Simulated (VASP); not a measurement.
# N2 in VASP: further runs

N2 is run at these levels: PBEsol; tasks: single point, relaxation of the atoms.

Program: VASP 6.6.1. These are calculated values, not measurements. Logs are shortened: lines on timing, memory, paths and dates and some standing lists are left out, and cuts for length are marked.

## (1) The cell of the first run

The cell holds a molecule in a box, 2 atoms: a = 13.000 Å, b = 13.300 Å, c = 13.600 Å, α = 90.00°, β = 90.00°, γ = 90.00°.

## (2) Single point, PBEsol

INCAR

```
PREC     = Accurate       # precision mode
ENCUT    = 520            # plane-wave cutoff, eV
EDIFF    = 1E-7           # SCF threshold, eV
ISMEAR   = 0              # smearing method
SIGMA    = 0.01           # smearing width, eV
LREAL    = False          # projectors in reciprocal space
LASPH    = True           # aspherical terms in the spheres
NELM     = 60             # most SCF steps
ALGO     = Normal         # electronic algorithm
ISIF     = 2              # what is computed and relaxed
LWAVE    = False          # write WAVECAR
LCHARG   = False          # write CHGCAR
GGA      = PS             # functional
NBANDS   = 12             # bands
```

KPOINTS

```
regular mesh
0
Gamma
  1 1 1
```

POSCAR

```
N
1.0
   13.0000000000      0.0000000000      0.0000000000
    0.0000000000     13.3000000000      0.0000000000
    0.0000000000      0.0000000000     13.6000000000
N
2
Direct
    0.4576938496      0.5000000000      0.5000000000
    0.5423061504      0.5000000000      0.5000000000
```

Potentials or basis: VASP PAW PBE potentials, release 64 (N).

Command:

```sh
cat potpaw_PBE.64/N/POTCAR > POTCAR
mpirun -np 1 vasp_gam > vasp.out
```

OUTCAR:

```text
PREC = Accurate
   ENCUT = 520
   EDIFF = 1E-7
   ISMEAR = 0
   LREAL = False
   LASPH = True
   NELM = 60
   ISIF = 2
   GGA = PS

 ion  position               nearest neighbor table
   1  0.458  0.500  0.500-   2 1.10
   2  0.542  0.500  0.500-   1 1.10

  LATTYP: Found a simple orthorhombic cell.
 ALAT       =    13.0000000000
 B/A-ratio  =     1.0230769231
 C/A-ratio  =     1.0461538462

  Lattice vectors:

 A1 = (  13.0000000000,   0.0000000000,   0.0000000000)
 A2 = (   0.0000000000,  13.3000000000,   0.0000000000)
 A3 = (   0.0000000000,   0.0000000000,  13.6000000000)

Analysis of symmetry for initial positions (statically):
=====================================================================
 Subroutine PRICEL returns:
 Original cell was already a primitive cell.

 Routine SETGRP: Setting up the symmetry group for a
 simple orthorhombic supercell.

 Subroutine GETGRP returns: Found  8 space group operations
 (whereof  8 operations were pure point group operations)
 out of a pool of  8 trial point group operations.

The static configuration has the point symmetry D_2h.

Analysis of symmetry for dynamics (positions and initial velocities):
=====================================================================
 Subroutine PRICEL returns:
 Original cell was already a primitive cell.

 Routine SETGRP: Setting up the symmetry group for a
 simple orthorhombic supercell.

 Subroutine GETGRP returns: Found  8 space group operations
 (whereof  8 operations were pure point group operations)
 out of a pool of  8 trial point group operations.

The dynamic configuration has the point symmetry D_2h.

 Subroutine INISYM returns: Found  8 space group operations
 (whereof  8 operations are pure point group operations),
 and found     1 'primitive' translations

----------------------------------------------------------------------------------------

                                     Primitive cell

  volume of cell :    2351.4400

  direct lattice vectors                    reciprocal lattice vectors
    13.000000000  0.000000000  0.000000000     0.076923077  0.000000000  0.000000000
     0.000000000 13.300000000  0.000000000     0.000000000  0.075187970  0.000000000
     0.000000000  0.000000000 13.600000000     0.000000000  0.000000000  0.073529412

  length of vectors
[... 56 lines left out ...]
   ENCUT  =  520.0 eV  38.22 Ry    6.18 a.u.  24.17 24.73 25.29*2*pi/ulx,y,z
   NELM   =     60;   NELMIN=  2; NELMDL= -5     # of ELM steps
   EDIFF  = 0.1E-06   stopping-criterion for ELM
   LREAL  =      F    real-space projection
   EDIFFG = 0.1E-05   stopping-criterion for IOM
   NSW    =      0    number of steps for IOM
   IBRION =     -1    ionic relax: 0-MD 1-quasi-New 2-CG
   NFREE  =      0    steps in history (QN), initial steepest desc. (CG)
   ISIF   =      2    stress and relaxation
   ISYM   =      2    0-nonsym 1-usesym 2-fastsym
   POTIM  = 0.5000    time-step for ionic-motion
   TEBEG  =    0.0;   TEEND  =   0.0 temperature during run
   PSTRESS=    0.0 pullay stress
   NELECT =      10.0000    total number of electrons
   NUPDOWN=      -1.0000    fix difference up-down
   EMIN   =  10.00;   EMAX   =-10.00  energy-range for DOS
   EFERMI =   0.00;   METHOD = LEGACY
   ISMEAR =     0;   SIGMA  =   0.01  broadening in eV -4-tet -1-fermi 0-gaus
   EFERMI_NEDOS =   21; number of points for ismear=-14 and -15
   IALGO  =     38    algorithm
   IMIX   =      4    mixing-type and parameters
     AMIX     =   0.40;   BMIX     =  1.00
     AMIX_MAG =   1.60;   BMIX_MAG =  1.00
  volume/ion in A,a.u.               =    1175.72      7934.15
  Fermi-wavevector in a.u.,A,eV,Ry     =   0.265235  0.501221  0.957162  0.070349
  Thomas-Fermi vector in A             =   1.098169
   LORBIT       =      0    0 simple, 1 ext, 2 COOP (PROOUT), +10 PAW based schemes
   GGA     = PS    functional components
   LHFCALC =     F    Hartree Fock is set to
   AEXX    =    0.0000 exact exchange contribution
   IVDW    =     0    specifies the selected vdW correction
   LEPSILON=     F    determine dielectric tensor
   LRPA    =     F    only Hartree local field effects (RPA)
 non-spin polarized calculation
 Gauss-broadening in eV      SIGMA  =   0.01
  energy-cutoff  :      520.00
  volume of cell :     2351.44
 maximum number of plane-waves:     31662
 NGX is ok and might be reduce to    98
   NGX = 49   NGY = 49   NGZ = 51

 number of electron      10.0000001 magnetization

 Free energy of the ion-electron system (eV)
  ---------------------------------------------------
  ext. energy  EPLUGINS =         0.00000000
  ---------------------------------------------------
  free energy    TOTEN  =       -17.05072376 eV

  energy without entropy =      -17.05072376  energy(sigma->0) =      -17.05072376

 E-fermi : -10.0463     XC(G=0):  -0.2592

 val. band max:      -10.1044368466   @ k =   0.0000   0.0000   0.0000
 cond. band min:      -1.9167910667   @ k =   0.0000   0.0000   0.0000
 fundamental gap:      8.1876457799
 Fermi energy:       -10.0462744210

 k-point     1 :       0.0000    0.0000    0.0000
  band No.  band energies     occupation
      1     -28.2887      2.00000
      2     -13.3077      2.00000
      3     -11.6119      2.00000
      4     -11.6119      2.00000
      5     -10.1044      2.00000
      6      -1.9168      0.00000
      7      -1.9168      0.00000
      8      -0.1115      0.00000
      9       0.6437      0.00000
     10       0.6672      0.00000
     11       0.6971      0.00000
     12       0.8293      0.00000

------------------------ aborting loop because EDIFF is reached ----------------------------------------

  FORCE on cell =-STRESS in cart. coord.  units (eV):
  Direction    XX          YY          ZZ          XY          YZ          ZX
  --------------------------------------------------------------------------------------
  -------------------------------------------------------------------------------------
  Total        1.9667018     -0.0572208     -0.0583176      0.0000000      0.0000000      0.0000000
  in kB        1.3400321     -0.0389880     -0.0397353      0.0000000      0.0000000      0.0000000
  external PRESSURE =       0.4204363 kB  Pullay stress =       0.0000000 kB

 VOLUME and BASIS-vectors are now :
 -----------------------------------------------------------------------------
  energy-cutoff  :      520.00
  volume of cell :     2351.44
      direct lattice vectors                 reciprocal lattice vectors
    13.000000000  0.000000000  0.000000000     0.076923077  0.000000000  0.000000000
     0.000000000 13.300000000  0.000000000     0.000000000  0.075187970  0.000000000
     0.000000000  0.000000000 13.600000000     0.000000000  0.000000000  0.073529412

 POSITION                                       TOTAL-FORCE (eV/Angst)
 -----------------------------------------------------------------------------------
      5.95002      6.65000      6.80000        -1.869410      0.000000      0.000000
      7.04998      6.65000      6.80000         1.869410      0.000000      0.000000
 -----------------------------------------------------------------------------------
    total drift:                                0.000000     -0.000000     -0.000000

  FREE ENERGIE OF THE ION-ELECTRON SYSTEM (eV)
  ---------------------------------------------------
  free  energy   TOTEN  =       -17.0507237567 eV

  energy  without entropy=      -17.0507237567  energy(sigma->0) =      -17.05072376
```

Run time: 3.9 min. Hardware: 1 thread of AMD EPYC 7R13, shared host; peak memory 1.4 GiB.

Results:

* Free energy: -17.0507 eV
* Largest force: 1.869 eV/Å
* Gap between the frontier levels: 8.19 eV

Forces on the atoms (eV/Å):
```
N   -1.869  0.000  0.000
N    1.869  0.000  0.000
```

Caveat: the standard files for N, O and F lose accuracy on very short bonds; the PAW data sets were made with another functional, which shifts forces and pressure a little.

## (3) Relaxation of the atoms, PBEsol

INCAR

```
ALGO     = Normal         # electronic algorithm
EDIFF    = 1E-6           # SCF threshold, eV
EDIFFG   = -0.005         # ionic threshold
ENCUT    = 520            # plane-wave cutoff, eV
GGA      = PS             # functional
IBRION   = 2              # ionic algorithm
ISIF     = 2              # what is computed and relaxed
ISMEAR   = 0              # smearing method
LASPH    = T              # aspherical terms in the spheres
LCHARG   = F              # write CHGCAR
LREAL    = F              # projectors in reciprocal space
LWAVE    = F              # write WAVECAR
NELM     = 60             # most SCF steps
NSW      = 60             # ionic steps
PREC     = Accurate       # precision mode
SIGMA    = 0.01           # smearing width, eV
```

KPOINTS

```
k-points
0
Gamma
  1 1 1
```

POSCAR

```
N
1.0
   13.0000000000      0.0000000000      0.0000000000
    0.0000000000     13.3000000000      0.0000000000
    0.0000000000      0.0000000000     13.6000000000
N
2
Direct
    0.4573076923      0.5000000000      0.5000000000
    0.5426923077      0.5000000000      0.5000000000
```

Potentials or basis: VASP PAW PBE potentials, release 64 (N).

Command:

```sh
cat potpaw_PBE.64/N/POTCAR > POTCAR
mpirun -np 1 vasp_gam > vasp.out
```

OUTCAR:

```text
EDIFF = 1E-6
   EDIFFG = -0.005
   ENCUT = 520
   GGA = PS
   IBRION = 2
   ISIF = 2
   ISMEAR = 0
   LASPH = T
   LREAL = F
   NELM = 60
   NSW = 60
   PREC = Accurate

 ion  position               nearest neighbor table
   1  0.457  0.500  0.500-   2 1.11
   2  0.543  0.500  0.500-   1 1.11

  LATTYP: Found a simple orthorhombic cell.
 ALAT       =    13.0000000000
 B/A-ratio  =     1.0230769231
 C/A-ratio  =     1.0461538462

  Lattice vectors:

 A1 = (  13.0000000000,   0.0000000000,   0.0000000000)
 A2 = (   0.0000000000,  13.3000000000,   0.0000000000)
 A3 = (   0.0000000000,   0.0000000000,  13.6000000000)

Analysis of symmetry for initial positions (statically):
=====================================================================
 Subroutine PRICEL returns:
 Original cell was already a primitive cell.

 Routine SETGRP: Setting up the symmetry group for a
 simple orthorhombic supercell.

 Subroutine GETGRP returns: Found  8 space group operations
 (whereof  8 operations were pure point group operations)
 out of a pool of  8 trial point group operations.

The static configuration has the point symmetry D_2h.

Analysis of symmetry for dynamics (positions and initial velocities):
[... 123 lines left out ...]
 maximum number of plane-waves:     31662
 NGX is ok and might be reduce to    98
   NGX = 49   NGY = 49   NGZ = 51

--------------------------------------- Ionic step        1  -------------------------------------------

 number of electron      10.0000003 magnetization

 Free energy of the ion-electron system (eV)
  ---------------------------------------------------
  ext. energy  EPLUGINS =         0.00000000
  ---------------------------------------------------
  free energy    TOTEN  =       -17.06127544 eV

  energy without entropy =      -17.06127544  energy(sigma->0) =      -17.06127544

 E-fermi : -10.0201     XC(G=0):  -0.2750

 val. band max:      -10.0988752378   @ k =   0.0000   0.0000   0.0000
 cond. band min:      -2.0331811986   @ k =   0.0000   0.0000   0.0000
 fundamental gap:      8.0656940392
 Fermi energy:       -10.0201237411

 k-point     1 :       0.0000    0.0000    0.0000
  band No.  band energies     occupation
      1     -28.1308      2.00000
      2     -13.3801      2.00000
      3     -11.5288      2.00000
      4     -11.5288      2.00000
      5     -10.0989      2.00000
      6      -2.0332      0.00000
      7      -2.0332      0.00000
      8      -0.1236      0.00000
      9       0.6506      0.00000
[... 69 lines left out ...]
--------------------------------------- Ionic step        3  -------------------------------------------

 number of electron      10.0000003 magnetization

 Free energy of the ion-electron system (eV)
  ---------------------------------------------------
  ext. energy  EPLUGINS =         0.00000000
  ---------------------------------------------------
  free energy    TOTEN  =       -17.06148429 eV

  energy without entropy =      -17.06148429  energy(sigma->0) =      -17.06148429

 E-fermi :  -9.9980     XC(G=0):  -0.2608

 val. band max:      -10.0979754309   @ k =   0.0000   0.0000   0.0000
 cond. band min:      -2.0521552659   @ k =   0.0000   0.0000   0.0000
 fundamental gap:      8.0458201650
 Fermi energy:        -9.9980224585

 k-point     1 :       0.0000    0.0000    0.0000
  band No.  band energies     occupation
      1     -28.1050      2.00000
      2     -13.3920      2.00000
      3     -11.5154      2.00000
      4     -11.5154      2.00000
      5     -10.0980      2.00000
      6      -2.0522      0.00000
      7      -2.0522      0.00000
      8      -0.1112      0.00000
      9       0.6705      0.00000
[... 27 lines left out ...]
  FREE ENERGIE OF THE ION-ELECTRON SYSTEM (eV)
  ---------------------------------------------------
  free  energy   TOTEN  =       -17.0614842879 eV

  energy  without entropy=      -17.0614842879  energy(sigma->0) =      -17.06148429

 reached required accuracy - stopping structural energy minimisation
```

CONTCAR:

```text
N
   1.00000000000000
    13.0000000000000000    0.0000000000000000    0.0000000000000000
     0.0000000000000000   13.3000000000000007    0.0000000000000000
     0.0000000000000000    0.0000000000000000   13.5999999999999996
  N
     2
Direct
     0.4572442662914071    0.5000000000000000    0.5000000000000000
     0.5427557337085930    0.5000000000000000    0.5000000000000000

  0.00000000E+00  0.00000000E+00  0.00000000E+00
  0.00000000E+00  0.00000000E+00  0.00000000E+00
```

Wall time 6.4 min (1 thread of AMD EPYC 7R13, shared host); peak memory 1.3 GiB.

What came out:

```
Free energy                     : -17.0615 eV
Energy gained by relaxing       : 0.1 meV/atom
Ionic steps                     : 3
Gap between the frontier levels : 8.05 eV
```

The path:
| step | energy change (eV) | largest force (eV/Å) | pressure (GPa) |
| --- | --- | --- | --- |
| 1 | 0.0000 | 0.2534 | 0.00 |
| 2 | 0.0373 | 3.1943 | -0.09 |
| 3 | -0.0002 | 0.0005 | 0.00 |

Final structure:
```
CELL_PARAMETERS angstrom
13.00000 0.00000 0.00000
0.00000 13.30000 0.00000
0.00000 0.00000 13.60000
ATOMIC_POSITIONS crystal
N 0.45724 0.50000 0.50000
N 0.54276 0.50000 0.50000
```

Caveat: the standard files for N, O and F lose accuracy on very short bonds; the PAW data sets were made with another functional, which shifts forces and pressure a little.
